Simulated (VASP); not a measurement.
# C in VASP: settings compared

The runs below take C through single point, relaxation of the atoms, with PBE, r2SCAN.

Program: VASP 6.6.1. These are calculated values, not measurements. Logs are shortened: lines on timing, memory, paths and dates and some standing lists are left out, and cuts for length are marked.

## (1) The cell of the first run

It takes space group P6_3/mmc (No. 194, hexagonal). The conventional cell has a = 2.470 Å, b = 2.470 Å, c = 6.790 Å, α = 90.00°, β = 90.00°, γ = 120.00°. Within 1.9 Å of C (site symmetry -6m2) lie 3 C at 1.43 Å. C (site symmetry -6m2) has 3 C at 1.43 Å within 1.9 Å.

## (2) Single point, PBE

INCAR reads:

```
SYSTEM = C
  ALGO = Normal
  EDIFF = 1E-6
  ENCUT = 520
  GGA = PE
  ISIF = 2
  ISMEAR = -1
  LASPH = .True.
  LCHARG = .True.
  LELF = .True.
  LREAL = .False.
  LVHAR = .True.
  LWAVE = .False.
  NBANDS = 16
  NELM = 100
  PREC = Accurate
  SIGMA = 0.05
```

KPOINTS reads:

```
k-points
0
Gamma
  15 15 5
  0 0 0
```

POSCAR reads:

```
C
1.0
    2.4700000000      0.0000000000      0.0000000000
   -1.2350000000      2.1390827473      0.0000000000
    0.0000000000      0.0000000000      6.7900000000
C
4
Direct
    0.0000000000      0.0000000000      0.0024974403
    0.0000000000      0.0000000000      0.5024974403
    0.3333333333      0.6666666667      0.0025025597
    0.6666666667      0.3333333333      0.5025025597
```

Potentials or basis: VASP PAW PBE potentials, release 64 (C).

The run is started by

```
> cat potpaw_PBE.64/C/POTCAR > POTCAR
> mpirun -np 1 vasp_std > vasp.out
```

OUTCAR:

```text
SYSTEM = C
   EDIFF = 1E-6
   ENCUT = 520
   GGA = PE
   ISIF = 2
   ISMEAR = -1
   LASPH = .True.
   LREAL = .False.
   NELM = 100
   PREC = Accurate

 ion  position               nearest neighbor table
   1  0.000  0.000  0.002-   3 1.43   3 1.43   3 1.43
   2  0.000  0.000  0.502-   4 1.43   4 1.43   4 1.43
   3  0.333  0.667  0.003-   1 1.43   1 1.43   1 1.43
   4  0.667  0.333  0.503-   2 1.43   2 1.43   2 1.43

  LATTYP: Found a hexagonal cell.
 ALAT       =     2.4700000000
 C/A-ratio  =     2.7489878543

  Lattice vectors:

 A1 = (   2.4700000000,   0.0000000000,   0.0000000000)
 A2 = (  -1.2350000000,   2.1390827473,   0.0000000000)
 A3 = (   0.0000000000,   0.0000000000,   6.7900000000)

Analysis of symmetry for initial positions (statically):
=====================================================================
 Subroutine PRICEL returns:
 Original cell was already a primitive cell.

 Routine SETGRP: Setting up the symmetry group for a
 hexagonal supercell.

 Subroutine GETGRP returns: Found 12 space group operations
 (whereof  6 operations were pure point group operations)
 out of a pool of 24 trial point group operations.

The static configuration has the point symmetry C_3v.
 The point group associated with its full space group is C_6v.

Analysis of symmetry for dynamics (positions and initial velocities):
=====================================================================
 Subroutine PRICEL returns:
 Original cell was already a primitive cell.

 Routine SETGRP: Setting up the symmetry group for a
 hexagonal supercell.

 Subroutine GETGRP returns: Found 12 space group operations
 (whereof  6 operations were pure point group operations)
 out of a pool of 24 trial point group operations.

The dynamic configuration has the point symmetry C_3v.
 The point group associated with its full space group is C_6v.

 Subroutine INISYM returns: Found 12 space group operations
 (whereof  6 operations are pure point group operations),
 and found     1 'primitive' translations

----------------------------------------------------------------------------------------

                                     Primitive cell

  volume of cell :      35.8752

  direct lattice vectors                    reciprocal lattice vectors
     2.470000000  0.000000000  0.000000000     0.404858300  0.233745048  0.000000000
    -1.235000000  2.139082747  0.000000000     0.000000000  0.467490097  0.000000000
     0.000000000  0.000000000  6.790000000     0.000000000  0.000000000  0.147275405

  length of vectors
     2.470000000  2.470000000  6.790000000     0.467490097  0.467490097  0.147275405

  position of ions in fractional coordinates (direct lattice)
     0.000000000  0.000000000  0.002497440
     0.000000000  0.000000000  0.502497440
     0.333333333  0.666666667  0.002502560
     0.666666667  0.333333333  0.502502560

  ion indices of the primitive-cell ions
   primitive index   ion index
                 1           1
                 2           2
                 3           3
                 4           4

----------------------------------------------------------------------------------------

 KPOINTS: k-points

Automatic generation of k-mesh.
 Grid dimensions read from file:
 generate k-points for:   15   15    5

 Generating k-lattice:

  Cartesian coordinates                     Fractional coordinates (reciprocal lattice)
     0.026990553  0.015583003  0.000000000     0.066666667 -0.000000000  0.000000000
     0.000000000  0.031166006  0.000000000     0.000000000  0.066666667  0.000000000
     0.000000000  0.000000000  0.029455081     0.000000000  0.000000000  0.200000000

  Length of vectors
     0.031166006  0.031166006  0.029455081

  Shift w.r.t. Gamma in fractional coordinates (k-lattice)
     0.000000000  0.000000000  0.000000000

 Subroutine IBZKPT returns following result:
 ===========================================

 Found     81 irreducible k-points:

 Following reciprocal coordinates:
            Coordinates               Weight
  0.000000  0.000000  0.000000      1.000000
  0.066667  0.000000  0.000000      6.000000
  0.133333 -0.000000  0.000000      6.000000
  0.200000  0.000000  0.000000      6.000000
  0.266667 -0.000000  0.000000      6.000000
  0.333333  0.000000  0.000000      6.000000
[... 16 lines left out ...]
  0.333333  0.200000  0.000000     12.000000
  0.400000  0.200000  0.000000      6.000000
 [... further k-points ...]
   k-points           NKPTS =     81   k-points in BZ     NKDIM =     81   number of bands    NBANDS=     16
   number of dos      NEDOS =    301   number of ions     NIONS =      4
   total plane-waves  NPLWV =  16200
   dimension x,y,z NGX =    18 NGY =   18 NGZ =   50
   dimension x,y,z NGXF=    36 NGYF=   36 NGZF=  100
   ions per type =               4
   NGX,Y,Z   is equivalent  to a cutoff of  12.12, 12.12, 12.24 a.u.
   NGXF,Y,Z  is equivalent  to a cutoff of  24.23, 24.23, 24.48 a.u.
 SYSTEM =  C
   PREC   = accura    normal or accurate (medium, high low for compatibility)
   ISTART =      0    job   : 0-new  1-cont  2-samecut
   ICHARG =      2    charge: 1-file 2-atom 10-const
   ISPIN  =      1    spin polarized calculation?
   LNONCOLLINEAR =      F non collinear calculations
   LSORBIT =      F    spin-orbit coupling
   LASPH  =      T    aspherical Exc in radial PAW
   ENCUT  =  520.0 eV  38.22 Ry    6.18 a.u.   4.59  4.59 12.62*2*pi/ulx,y,z
   NELM   =    100;   NELMIN=  2; NELMDL= -5     # of ELM steps
   EDIFF  = 0.1E-05   stopping-criterion for ELM
   LREAL  =      F    real-space projection
   EDIFFG = 0.1E-04   stopping-criterion for IOM
   NSW    =      0    number of steps for IOM
   IBRION =     -1    ionic relax: 0-MD 1-quasi-New 2-CG
   NFREE  =      0    steps in history (QN), initial steepest desc. (CG)
   ISIF   =      2    stress and relaxation
   ISYM   =      2    0-nonsym 1-usesym 2-fastsym
   POTIM  = 0.5000    time-step for ionic-motion
   TEBEG  =    0.0;   TEEND  =   0.0 temperature during run
   PSTRESS=    0.0 pullay stress
   NELECT =      16.0000    total number of electrons
   NUPDOWN=      -1.0000    fix difference up-down
   EMIN   =  10.00;   EMAX   =-10.00  energy-range for DOS
   EFERMI =   0.00;   METHOD = LEGACY
   ISMEAR =    -1;   SIGMA  =   0.05  broadening in eV -4-tet -1-fermi 0-gaus
   EFERMI_NEDOS =   21; number of points for ismear=-14 and -15
   IALGO  =     38    algorithm
   IMIX   =      4    mixing-type and parameters
     AMIX     =   0.40;   BMIX     =  1.00
     AMIX_MAG =   1.60;   BMIX_MAG =  1.00
  volume/ion in A,a.u.               =       8.97        60.52
  Fermi-wavevector in a.u.,A,eV,Ry     =   1.250787  2.363645 21.285884  1.564468
  Thomas-Fermi vector in A             =   2.384765
   LORBIT       =      0    0 simple, 1 ext, 2 COOP (PROOUT), +10 PAW based schemes
   GGA     = PE    functional components
   LHFCALC =     F    Hartree Fock is set to
   AEXX    =    0.0000 exact exchange contribution
   IVDW    =     0    specifies the selected vdW correction
   LEPSILON=     F    determine dielectric tensor
   LRPA    =     F    only Hartree local field effects (RPA)
 non-spin polarized calculation
  energy-cutoff  :      520.00
  volume of cell :       35.88
 maximum number of plane-waves:       986
   NGX =  9   NGY =  9   NGZ = 25

 number of electron      15.9999995 magnetization

 Free energy of the ion-electron system (eV)
  ---------------------------------------------------
  ext. energy  EPLUGINS =         0.00000000
  ---------------------------------------------------
  free energy    TOTEN  =       -36.85152405 eV

  energy without entropy =      -36.85022970  energy(sigma->0) =      -36.85087688

 E-fermi :   4.5350     XC(G=0): -10.2298

 val. band max:        4.5304930708   @ k =   0.3333   0.3333   0.2000
 cond. band min:       4.5468516446   @ k =   0.3333   0.3333   0.4000
 fundamental gap:      0.0163585738
 Fermi energy:         4.5350475143

 k-point     1 :       0.0000    0.0000    0.0000
  band No.  band energies     occupation
      1     -15.0540      2.00000
      2     -14.7795      2.00000
      3      -3.8868      2.00000
      4      -2.0315      2.00000
      5       1.5168      2.00000
      6       1.5168      2.00000
[... 8 lines left out ...]
     15      15.8316      0.00000
     16      16.0251      0.00000

 k-point     2 :       0.0667    0.0000    0.0000
  band No.  band energies     occupation
      1     -14.9483      2.00000
      2     -14.6756      2.00000
      3      -3.7587      2.00000
      4      -1.9114      2.00000
      5       1.0883      2.00000
      6       1.1141      2.00000
[... 8 lines left out ...]
     15      15.4588      0.00000
     16      15.6741      0.00000

 k-point     3 :       0.1333   -0.0000    0.0000
  band No.  band energies     occupation
      1     -14.6321      2.00000
      2     -14.3647      2.00000
      3      -3.3762      2.00000
      4      -1.5536      2.00000
      5      -0.0474      2.00000
      6      -0.0013      2.00000
[... 8 lines left out ...]
     15      14.6896      0.00000
     16      15.2496      0.00000

 k-point     4 :       0.2000    0.0000    0.0000
  band No.  band energies     occupation
      1     -14.1076      2.00000
      2     -13.8491      2.00000
      3      -2.7449      2.00000
      4      -1.6029      2.00000
      5      -1.5322      2.00000
      6      -0.9670      2.00000
[... 8 lines left out ...]
     15      16.2998      0.00000
     16      16.3431      0.00000
[... 324 lines left out ...]
 k-point    22 :       0.2667    0.2000    0.0000
  band No.  band energies     occupation
      1     -11.2527      2.00000
      2     -11.0423      2.00000
      3      -5.6931      2.00000
      4      -5.5978      2.00000
      5      -3.7295      2.00000
      6      -3.6601      2.00000
[... 8 lines left out ...]
     15      17.1360      0.00000
     16      17.9270      0.00000

 k-point    23 :       0.3333    0.2000    0.0000
  band No.  band energies     occupation
      1     -10.1022      2.00000
      2      -9.9157      2.00000
      3      -7.1261      2.00000
      4      -6.9972      2.00000
      5      -4.1655      2.00000
      6      -4.0772      2.00000
[... 8 lines left out ...]
     15      17.0442      0.00000
     16      17.3956      0.00000

 k-point    24 :       0.4000    0.2000    0.0000
  band No.  band energies     occupation
      1      -9.1431      2.00000
      2      -9.0470      2.00000
      3      -8.1146      2.00000
      4      -8.0534      2.00000
      5      -4.3006      2.00000
      6      -4.2075      2.00000
[... 8 lines left out ...]
     15      16.5746      0.00000
     16      16.6557      0.00000

 [... further k-points ...]

------------------------ aborting loop because EDIFF is reached ----------------------------------------

  FORCE on cell =-STRESS in cart. coord.  units (eV):
  Direction    XX          YY          ZZ          XY          YZ          ZX
  --------------------------------------------------------------------------------------
  -------------------------------------------------------------------------------------
  Total       -0.3001089     -0.3001089      0.6598337      0.0000000      0.0000000      0.0000000
  in kB      -13.4027873    -13.4027873     29.4680056      0.0000000      0.0000000      0.0000000
  external PRESSURE =       0.8874770 kB  Pullay stress =       0.0000000 kB

 VOLUME and BASIS-vectors are now :
 -----------------------------------------------------------------------------
  energy-cutoff  :      520.00
  volume of cell :       35.88
      direct lattice vectors                 reciprocal lattice vectors
     2.470000000  0.000000000  0.000000000     0.404858300  0.233745048  0.000000000
    -1.235000000  2.139082747  0.000000000     0.000000000  0.467490097  0.000000000
     0.000000000  0.000000000  6.790000000     0.000000000  0.000000000  0.147275405

 POSITION                                       TOTAL-FORCE (eV/Angst)
 -----------------------------------------------------------------------------------
      0.00000      0.00000      0.01696        -0.000000     -0.000000      0.000582
      0.00000      0.00000      3.41196         0.000000      0.000000      0.000582
     -0.00000      1.42606      0.01699         0.000000     -0.000000     -0.000582
      1.23500      0.71303      3.41199        -0.000000      0.000000     -0.000582
 -----------------------------------------------------------------------------------
    total drift:                                0.000000      0.000000      0.000146

  FREE ENERGIE OF THE ION-ELECTRON SYSTEM (eV)
  ---------------------------------------------------
  free  energy   TOTEN  =       -36.8515240497 eV

  energy  without entropy=      -36.8502297014  energy(sigma->0) =      -36.85087688
```

Run time: 47 s. Hardware: 1 thread of AMD EPYC 7R43 (Zen 3), shared host; peak memory 0.12 GiB.

What came out:

```yaml
Free_energy: -36.8515 eV
Pressure: 0.1 GPa
Band_gap_on_the_k_mesh: zero (band 8 reaches 4.55 eV, above the bottom of band 9 at 4.52 eV)
```

Caveat: this functional lacks dispersion, which binds the layers, so the pressure and a relaxed spacing across them are unreliable.

## (3) Single point, r2SCAN

POSCAR reads:

```
C
1.0
    2.4700000000      0.0000000000      0.0000000000
   -1.2350000000      2.1390827473      0.0000000000
    0.0000000000      0.0000000000      6.7900000000
C
4
Direct
    0.0000000000      0.0000000000      0.0024976915
    0.0000000000      0.0000000000      0.5024976915
    0.3333333333      0.6666666667      0.0025023085
    0.6666666667      0.3333333333      0.5025023085
```

INCAR.step1 reads:

```
PREC     = Accurate       # precision mode
ENCUT    = 520            # plane-wave cutoff, eV
ISMEAR   = -1             # smearing method
SIGMA    = 0.05           # smearing width, eV
LREAL    = False          # projectors in reciprocal space
LASPH    = True           # aspherical terms in the spheres
NELM     = 80             # most SCF steps
NBANDS   = 16             # bands
GGA      = PE             # functional
ALGO     = Normal         # electronic algorithm
EDIFF    = 1E-4           # SCF threshold, eV
LWAVE    = True           # write WAVECAR
LCHARG   = False          # write CHGCAR
```

INCAR.step2 reads:

```
PREC     = Accurate       # precision mode
ENCUT    = 520            # plane-wave cutoff, eV
EDIFF    = 1E-6           # SCF threshold, eV
ISMEAR   = -1             # smearing method
SIGMA    = 0.05           # smearing width, eV
LREAL    = False          # projectors in reciprocal space
LASPH    = True           # aspherical terms in the spheres
NELM     = 80             # most SCF steps
ALGO     = Normal         # electronic algorithm
ISIF     = 2              # what is computed and relaxed
LWAVE    = False          # write WAVECAR
LCHARG   = False          # write CHGCAR
METAGGA  = R2SCAN         # meta-GGA
LMIXTAU  = True         
NBANDS   = 16             # bands
ISTART   = 1
```

KPOINTS reads:

```
regular mesh
0
Gamma
  15 15 5
```

Potentials or basis: VASP PAW PBE potentials, release 64 (C).

The run is started by

```
> cat potpaw_PBE.64/C/POTCAR > POTCAR
> cp INCAR.step1 INCAR
> mpirun -np 1 vasp_std > vasp.out
> cp INCAR.step2 INCAR
> mpirun -np 1 vasp_std > vasp.out
```

OUTCAR:

```text
PREC = Accurate
   ENCUT = 520
   EDIFF = 1E-6
   ISMEAR = -1
   LREAL = False
   LASPH = True
   NELM = 80
   ISIF = 2
   METAGGA = R2SCAN
   ISTART = 1

 ion  position               nearest neighbor table
   1  0.000  0.000  0.002-   3 1.43   3 1.43   3 1.43
   2  0.000  0.000  0.502-   4 1.43   4 1.43   4 1.43
   3  0.333  0.667  0.003-   1 1.43   1 1.43   1 1.43
   4  0.667  0.333  0.503-   2 1.43   2 1.43   2 1.43

  LATTYP: Found a hexagonal cell.
 ALAT       =     2.4700000000
 C/A-ratio  =     2.7489878543

  Lattice vectors:

 A1 = (   2.4700000000,   0.0000000000,   0.0000000000)
 A2 = (  -1.2350000000,   2.1390827473,   0.0000000000)
 A3 = (   0.0000000000,   0.0000000000,   6.7900000000)

Analysis of symmetry for initial positions (statically):
=====================================================================
 Subroutine PRICEL returns:
 Original cell was already a primitive cell.

 Routine SETGRP: Setting up the symmetry group for a
 hexagonal supercell.

 Subroutine GETGRP returns: Found 24 space group operations
 (whereof  6 operations were pure point group operations)
[... 172 lines left out ...]
 cond. band min:       4.4860949570   @ k =   0.3333   0.3333   0.4000
 fundamental gap:      0.0173469036
 Fermi energy:         4.4738802375

 k-point     1 :       0.0000    0.0000    0.0000
  band No.  band energies     occupation
      1     -16.3400      2.00000
      2     -16.0670      2.00000
      3      -4.3970      2.00000
      4      -2.4870      2.00000
      5       1.2716      2.00000
      6       1.2716      2.00000
[... 433 lines left out ...]
      3      -8.9522      2.00000
      4      -8.8926      2.00000
      5      -4.8706      2.00000
      6      -4.7768      2.00000
[... 8 lines left out ...]
     15      17.0636      0.00000
     16      17.0803      0.00000

 [... further k-points ...]

------------------------ aborting loop because EDIFF is reached ----------------------------------------

  FORCE on cell =-STRESS in cart. coord.  units (eV):
  Direction    XX          YY          ZZ          XY          YZ          ZX
  --------------------------------------------------------------------------------------
  -------------------------------------------------------------------------------------
  Total       -1.3823171     -1.3823171      0.2144098     -0.0000000      0.0000000      0.0000000
  in kB      -61.7339315    -61.7339315      9.5754881     -0.0000000      0.0000000      0.0000000
  external PRESSURE =     -37.9641250 kB  Pullay stress =       0.0000000 kB

 VOLUME and BASIS-vectors are now :
 -----------------------------------------------------------------------------
  energy-cutoff  :      520.00
  volume of cell :       35.88
      direct lattice vectors                 reciprocal lattice vectors
     2.470000000  0.000000000  0.000000000     0.404858300  0.233745048  0.000000000
    -1.235000000  2.139082747  0.000000000     0.000000000  0.467490097  0.000000000
     0.000000000  0.000000000  6.790000000     0.000000000  0.000000000  0.147275405

 POSITION                                       TOTAL-FORCE (eV/Angst)
 -----------------------------------------------------------------------------------
      0.00000      0.00000      0.01696         0.000000      0.000000      0.000000
      0.00000      0.00000      3.41196        -0.000000     -0.000000     -0.000000
     -0.00000      1.42606      0.01699         0.000000     -0.000000     -0.000000
      1.23500      0.71303      3.41199        -0.000000      0.000000     -0.000000
 -----------------------------------------------------------------------------------
    total drift:                                0.000000      0.000000     -0.036060

  FREE ENERGIE OF THE ION-ELECTRON SYSTEM (eV)
  ---------------------------------------------------
  free  energy   TOTEN  =       -39.7395687467 eV

  energy  without entropy=      -39.7382864491  energy(sigma->0) =      -39.73892760
```

OUTCAR.step1:

```text
PREC = Accurate
   ENCUT = 520
   ISMEAR = -1
   LREAL = False
   LASPH = True
   NELM = 80
[... 685 lines left out ...]
      0.00000      0.00000      3.41196         0.000000      0.000000     -0.000000
     -0.00000      1.42606      0.01699        -0.000000     -0.000000      0.000000
      1.23500      0.71303      3.41199        -0.000000      0.000000     -0.000000
 -----------------------------------------------------------------------------------
    total drift:                                0.000000      0.000000     -0.036059

  FREE ENERGIE OF THE ION-ELECTRON SYSTEM (eV)
  ---------------------------------------------------
  free  energy   TOTEN  =       -36.8515234144 eV

  energy  without entropy=      -36.8502290634  energy(sigma->0) =      -36.85087624
```

It took 3.2 min on 1 thread of AMD EPYC 7R43 (Zen 3), shared host; peak memory 0.12 GiB.

What came out:

```yaml
Free_energy: -39.7396 eV
Pressure: -3.8 GPa
Band_gap_on_the_k_mesh: zero (band 8 reaches 4.49 eV, above the bottom of band 9 at 4.46 eV)
```

Caveat: the PAW data sets were made with another functional, which shifts forces and pressure a little.

(Part 1 of 2 ends here.)
